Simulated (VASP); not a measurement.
# Ga (P2_1/m) in VASP: single point with PBEsol

Aim: the single point of Ga with PBEsol.

Program: VASP 6.6.1. These are calculated values, not measurements. Logs are shortened: lines on timing, memory, paths and dates and some standing lists are left out, and cuts for length are marked.

## (1) The cell of the first run

The structure is monoclinic, space group P2_1/m (No. 11). Conventional cell: a = 2.958 Å, b = 3.392 Å, c = 3.961 Å, α = 90.00°, β = 105.69°, γ = 90.00°. Within 3.4 Å of Ga (site symmetry m) lie 10 Ga at 2.58 to 3.39 Å.

## (2) Single point, PBEsol (strained and its atoms moved)

Contents of INCAR:

```
ALGO = Fast ; EDIFF = 1E-6
ENCUT = 520 ; GGA = PS
ISIF = 2 ; ISMEAR = 0
LASPH = True ; LCHARG = False
LREAL = False ; LWAVE = False
NBANDS = 20 ; NELM = 60
PREC = Accurate ; SIGMA = 0.1
```

Contents of KPOINTS:

```
k-points
0
Gamma
  16 12 10
```

Contents of POSCAR:

```
Ga
1.0
    2.9554631401      0.0000000000      0.1316972068
    0.0000000000      3.3921005580      0.0000000000
   -1.2398955796      0.0000000000      3.7617962600
Ga
2
Direct
    0.9221469138      0.2500000000      0.2449228648
    0.0778530862      0.7500000000      0.7550771352
```

Potentials or basis: VASP PAW PBE potentials, release 64 (Ga_d).

The run is started by

```sh
> cat potpaw_PBE.64/Ga_d/POTCAR > POTCAR
> mpirun -np 1 vasp_std > vasp.out
```

OUTCAR:

```text
EDIFF = 1E-6
   ENCUT = 520
   GGA = PS
   ISIF = 2
   ISMEAR = 0
   LASPH = True
   LREAL = False
   NELM = 60
   PREC = Accurate

 ion  position               nearest neighbor table
   1  0.922  0.250  0.245-   2 2.58   2 2.58   2 2.71   2 2.71
   2  0.078  0.750  0.755-   1 2.58   1 2.58   1 2.71   1 2.71

  LATTYP: Found a simple monoclinic cell.
 ALAT       =     2.9583959381
 B/A-ratio  =     1.1466012761
 C/A-ratio  =     1.3388556362
 COS(beta)  =    -0.2704471564

  Lattice vectors:

 A1 = (   2.9554631401,   0.0000000000,   0.1316972068)
 A2 = (   0.0000000000,   3.3921005580,   0.0000000000)
 A3 = (  -1.2398955796,   0.0000000000,   3.7617962600)

Analysis of symmetry for initial positions (statically):
=====================================================================
 Subroutine PRICEL returns:
 Original cell was already a primitive cell.

 Routine SETGRP: Setting up the symmetry group for a
 simple monoclinic supercell.

 Subroutine GETGRP returns: Found  4 space group operations
 (whereof  2 operations were pure point group operations)
 out of a pool of  4 trial point group operations.

The static configuration has the point symmetry S_2 .
 The point group associated with its full space group is C_2h.

Analysis of symmetry for dynamics (positions and initial velocities):
=====================================================================
 Subroutine PRICEL returns:
 Original cell was already a primitive cell.

 Routine SETGRP: Setting up the symmetry group for a
 simple monoclinic supercell.

 Subroutine GETGRP returns: Found  4 space group operations
 (whereof  2 operations were pure point group operations)
 out of a pool of  4 trial point group operations.

The dynamic configuration has the point symmetry S_2 .
 The point group associated with its full space group is C_2h.

 Subroutine INISYM returns: Found  4 space group operations
 (whereof  2 operations are pure point group operations),
 and found     1 'primitive' translations

----------------------------------------------------------------------------------------

                                     Primitive cell

  volume of cell :      38.2668

  direct lattice vectors                    reciprocal lattice vectors
     2.955463140  0.000000000  0.131697207     0.333458847  0.000000000  0.109908704
     0.000000000  3.392100558  0.000000000     0.000000000  0.294802581  0.000000000
    -1.239895580  0.000000000  3.761796260    -0.011674103  0.000000000  0.261982644

  length of vectors
     2.958395938  3.392100558  3.960865076     0.351105007  0.294802581  0.262242618

  position of ions in fractional coordinates (direct lattice)
     0.922146914  0.250000000  0.244922865
     0.077853086  0.750000000  0.755077135

  ion indices of the primitive-cell ions
   primitive index   ion index
                 1           1
                 2           2

----------------------------------------------------------------------------------------

 KPOINTS: k-points

Automatic generation of k-mesh.
 Grid dimensions read from file:
 generate k-points for:   16   12   10

 Generating k-lattice:

  Cartesian coordinates                     Fractional coordinates (reciprocal lattice)
     0.020841178  0.000000000  0.006869294     0.062500000  0.000000000  0.000000000
     0.000000000  0.024566882  0.000000000     0.000000000  0.083333333  0.000000000
    -0.001167410  0.000000000  0.026198264     0.000000000  0.000000000  0.100000000

  Length of vectors
     0.021944063  0.024566882  0.026224262

  Shift w.r.t. Gamma in fractional coordinates (k-lattice)
     0.000000000  0.000000000  0.000000000

 Subroutine IBZKPT returns following result:
 ===========================================

 Found    574 irreducible k-points:

 Following reciprocal coordinates:
            Coordinates               Weight
  0.000000  0.000000  0.000000      1.000000
  0.062500  0.000000  0.000000      2.000000
  0.125000  0.000000  0.000000      2.000000
  0.187500  0.000000  0.000000      2.000000
  0.250000  0.000000  0.000000      2.000000
  0.312500  0.000000  0.000000      2.000000
[... 16 lines left out ...]
  0.250000  0.166667  0.000000      4.000000
  0.312500  0.166667  0.000000      4.000000
 [... further k-points ...]
   k-points           NKPTS =    574   k-points in BZ     NKDIM =    574   number of bands    NBANDS=     20
   number of dos      NEDOS =    301   number of ions     NIONS =      2
   total plane-waves  NPLWV =  20160
   dimension x,y,z NGX =    24 NGY =   28 NGZ =   30
   dimension x,y,z NGXF=    48 NGYF=   56 NGZF=   60
   ions per type =               2
   NGX,Y,Z   is equivalent  to a cutoff of  13.49, 13.72, 12.59 a.u.
   NGXF,Y,Z  is equivalent  to a cutoff of  26.97, 27.45, 25.18 a.u.
 SYSTEM =  unknown system
   PREC   = accura    normal or accurate (medium, high low for compatibility)
   ISTART =      0    job   : 0-new  1-cont  2-samecut
   ICHARG =      2    charge: 1-file 2-atom 10-const
   ISPIN  =      1    spin polarized calculation?
   LNONCOLLINEAR =      F non collinear calculations
   LSORBIT =      F    spin-orbit coupling
   LASPH  =      T    aspherical Exc in radial PAW
   ENCUT  =  520.0 eV  38.22 Ry    6.18 a.u.   5.50  6.31  7.36*2*pi/ulx,y,z
   NELM   =     60;   NELMIN=  2; NELMDL= -5     # of ELM steps
   EDIFF  = 0.1E-05   stopping-criterion for ELM
   LREAL  =      F    real-space projection
   EDIFFG = 0.1E-04   stopping-criterion for IOM
   NSW    =      0    number of steps for IOM
   IBRION =     -1    ionic relax: 0-MD 1-quasi-New 2-CG
   NFREE  =      0    steps in history (QN), initial steepest desc. (CG)
   ISIF   =      2    stress and relaxation
   ISYM   =      2    0-nonsym 1-usesym 2-fastsym
   POTIM  = 0.5000    time-step for ionic-motion
   TEBEG  =    0.0;   TEEND  =   0.0 temperature during run
   PSTRESS=    0.0 pullay stress
   NELECT =      26.0000    total number of electrons
   NUPDOWN=      -1.0000    fix difference up-down
   EMIN   =  10.00;   EMAX   =-10.00  energy-range for DOS
   EFERMI =   0.00;   METHOD = LEGACY
   ISMEAR =     0;   SIGMA  =   0.10  broadening in eV -4-tet -1-fermi 0-gaus
   EFERMI_NEDOS =   21; number of points for ismear=-14 and -15
   IALGO  =     68    algorithm
   IMIX   =      4    mixing-type and parameters
     AMIX     =   0.40;   BMIX     =  1.00
     AMIX_MAG =   1.60;   BMIX_MAG =  1.00
  volume/ion in A,a.u.               =      19.13       129.12
  Fermi-wavevector in a.u.,A,eV,Ry     =   1.439214  2.719720 28.182249  2.071337
  Thomas-Fermi vector in A             =   2.558094
   LORBIT       =      0    0 simple, 1 ext, 2 COOP (PROOUT), +10 PAW based schemes
   GGA     = PS    functional components
   LHFCALC =     F    Hartree Fock is set to
   AEXX    =    0.0000 exact exchange contribution
   IVDW    =     0    specifies the selected vdW correction
   LEPSILON=     F    determine dielectric tensor
   LRPA    =     F    only Hartree local field effects (RPA)
 non-spin polarized calculation
 RMM-DIIS sequential band-by-band and
 Gauss-broadening in eV      SIGMA  =   0.10
  energy-cutoff  :      520.00
  volume of cell :       38.27
 maximum number of plane-waves:      1048
 NGX is ok and might be reduce to    24
   NGX = 11   NGY = 13   NGZ = 15

 number of electron      25.9999995 magnetization

 Free energy of the ion-electron system (eV)
  ---------------------------------------------------
  ext. energy  EPLUGINS =         0.00000000
  ---------------------------------------------------
  free energy    TOTEN  =        -6.54623006 eV

  energy without entropy =       -6.54262785  energy(sigma->0) =       -6.54442895

 E-fermi :   5.1639     XC(G=0): -11.0207

 val. band max:        5.1607027659   @ k =   0.5000   0.3333   0.1000
 cond. band min:       5.1667742341   @ k =  -0.1250   0.0833   0.1000
 fundamental gap:      0.0060714683
 Fermi energy:         5.1638718440

 k-point     1 :       0.0000    0.0000    0.0000
  band No.  band energies     occupation
      1     -10.0085      2.00000
      2      -9.9245      2.00000
      3      -9.8758      2.00000
      4      -9.7573      2.00000
      5      -9.6131      2.00000
      6      -9.5901      2.00000
[... 12 lines left out ...]
     19      16.4080      0.00000
     20      16.6564      0.00000

 k-point     2 :       0.0625    0.0000    0.0000
  band No.  band energies     occupation
      1     -10.0076      2.00000
      2      -9.9224      2.00000
      3      -9.8717      2.00000
      4      -9.7489      2.00000
      5      -9.6197      2.00000
      6      -9.5945      2.00000
[... 12 lines left out ...]
     19      16.2563      0.00000
     20      17.3702      0.00000

 k-point     3 :       0.1250    0.0000    0.0000
  band No.  band energies     occupation
      1     -10.0051      2.00000
      2      -9.9167      2.00000
      3      -9.8604      2.00000
      4      -9.7287      2.00000
      5      -9.6374      2.00000
      6      -9.6028      2.00000
[... 12 lines left out ...]
     19      16.6812      0.00000
     20      18.8511      0.00000

 k-point     4 :       0.1875    0.0000    0.0000
  band No.  band energies     occupation
      1     -10.0014      2.00000
      2      -9.9082      2.00000
      3      -9.8444      2.00000
      4      -9.7135      2.00000
      5      -9.6622      2.00000
      6      -9.5988      2.00000
[... 12 lines left out ...]
     19      16.8731      0.00000
     20      20.1264      0.00000

 k-point     5 :       0.2500    0.0000    0.0000
  band No.  band energies     occupation
      1      -9.9973      2.00000
      2      -9.8987      2.00000
      3      -9.8275      2.00000
      4      -9.7200      2.00000
      5      -9.6901      2.00000
      6      -9.5721      2.00000
[... 12 lines left out ...]
     19      16.9780      0.00000
     20      18.8754      0.00000

 k-point     6 :       0.3125    0.0000    0.0000
  band No.  band energies     occupation
      1      -9.9934      2.00000
      2      -9.8900      2.00000
      3      -9.8132      2.00000
      4      -9.7384      2.00000
      5      -9.7171      2.00000
      6      -9.5776      2.00000
[... 12 lines left out ...]
     19      16.7672      0.00000
     20      17.8410      0.00000

 k-point     7 :       0.3750    0.0000    0.0000
  band No.  band energies     occupation
      1      -9.9904      2.00000
      2      -9.8837      2.00000
      3      -9.8032      2.00000
      4      -9.7561      2.00000
      5      -9.7395      2.00000
      6      -9.5822      2.00000
[... 12 lines left out ...]
     19      15.7410      0.00000
     20      17.6390      0.00000
[... 277 lines left out ...]
 k-point    20 :       0.0625    0.1667    0.0000
  band No.  band energies     occupation
      1      -9.9865      2.00000
      2      -9.8765      2.00000
      3      -9.8605      2.00000
      4      -9.7333      2.00000
      5      -9.6441      2.00000
      6      -9.6247      2.00000
[... 12 lines left out ...]
     19      14.5415      0.00000
     20      17.3877      0.00000

 k-point    21 :       0.1250    0.1667    0.0000
  band No.  band energies     occupation
      1      -9.9840      2.00000
      2      -9.8714      2.00000
      3      -9.8480      2.00000
      4      -9.7109      2.00000
      5      -9.6607      2.00000
      6      -9.6262      2.00000
[... 12 lines left out ...]
     19      15.0767      0.00000
     20      18.3222      0.00000

 k-point    22 :       0.1875    0.1667    0.0000
  band No.  band energies     occupation
      1      -9.9805      2.00000
      2      -9.8639      2.00000
      3      -9.8315      2.00000
      4      -9.6963      2.00000
      5      -9.6682      2.00000
      6      -9.6303      2.00000
[... 12 lines left out ...]
     19      15.6635      0.00000
     20      17.1327      0.00000

 k-point    23 :       0.2500    0.1667    0.0000
  band No.  band energies     occupation
      1      -9.9771      2.00000
      2      -9.8556      2.00000
      3      -9.8164      2.00000
      4      -9.7110      2.00000
      5      -9.6689      2.00000
      6      -9.6239      2.00000
[... 12 lines left out ...]
     19      15.7743      0.00000
     20      16.2817      0.00000

 k-point    24 :       0.3125    0.1667    0.0000
  band No.  band energies     occupation
      1      -9.9745      2.00000
      2      -9.8482      2.00000
      3      -9.8078      2.00000
      4      -9.7257      2.00000
      5      -9.6854      2.00000
      6      -9.6179      2.00000
[... 12 lines left out ...]
     19      15.4091      0.00000
     20      16.4338      0.00000

 [... further k-points ...]

------------------------ aborting loop because EDIFF is reached ----------------------------------------

  FORCE on cell =-STRESS in cart. coord.  units (eV):
  Direction    XX          YY          ZZ          XY          YZ          ZX
  --------------------------------------------------------------------------------------
  -------------------------------------------------------------------------------------
  Total       -1.1856606     -0.2835731      0.5784966      0.0000000      0.0000000     -0.4905304
  in kB      -49.6419931    -11.8728189     24.2208637      0.0000000      0.0000000    -20.5378393
  external PRESSURE =     -12.4313161 kB  Pullay stress =       0.0000000 kB

 VOLUME and BASIS-vectors are now :
 -----------------------------------------------------------------------------
  energy-cutoff  :      520.00
  volume of cell :       38.27
      direct lattice vectors                 reciprocal lattice vectors
     2.955463140  0.000000000  0.131697207     0.333458847  0.000000000  0.109908704
     0.000000000  3.392100558  0.000000000     0.000000000  0.294802581  0.000000000
    -1.239895580  0.000000000  3.761796260    -0.011674103  0.000000000  0.261982644

 POSITION                                       TOTAL-FORCE (eV/Angst)
 -----------------------------------------------------------------------------------
      2.42169      0.84803      1.04279        -0.023155      0.000000     -0.456844
     -0.70612      2.54408      2.85070         0.023155     -0.000000      0.456844
 -----------------------------------------------------------------------------------
    total drift:                                0.000000      0.000000     -0.000000

  FREE ENERGIE OF THE ION-ELECTRON SYSTEM (eV)
  ---------------------------------------------------
  free  energy   TOTEN  =        -6.5462300566 eV

  energy  without entropy=       -6.5426278487  energy(sigma->0) =       -6.54442895
```

Run time: 2.1 min. Hardware: 1 thread of Intel Xeon 6975P-C (Granite Rapids), shared host; peak memory 0.42 GiB.

Results:

```yaml
Free_energy: -6.5462 eV
Pressure: -1.2 GPa
Largest_force: 0.457 eV/Å
Band_gap_on_the_k_mesh: zero (bands 13 and 14 overlap by 8.47 eV)
```

Forces in eV/Å, atoms in the order of the input:
```
Ga  -0.023  0.000 -0.457
Ga   0.023  0.000  0.457
```

Caveat: the cell differs from its parent crystal (strained and its atoms moved); the PAW data sets were made with another functional, which shifts forces and pressure a little.
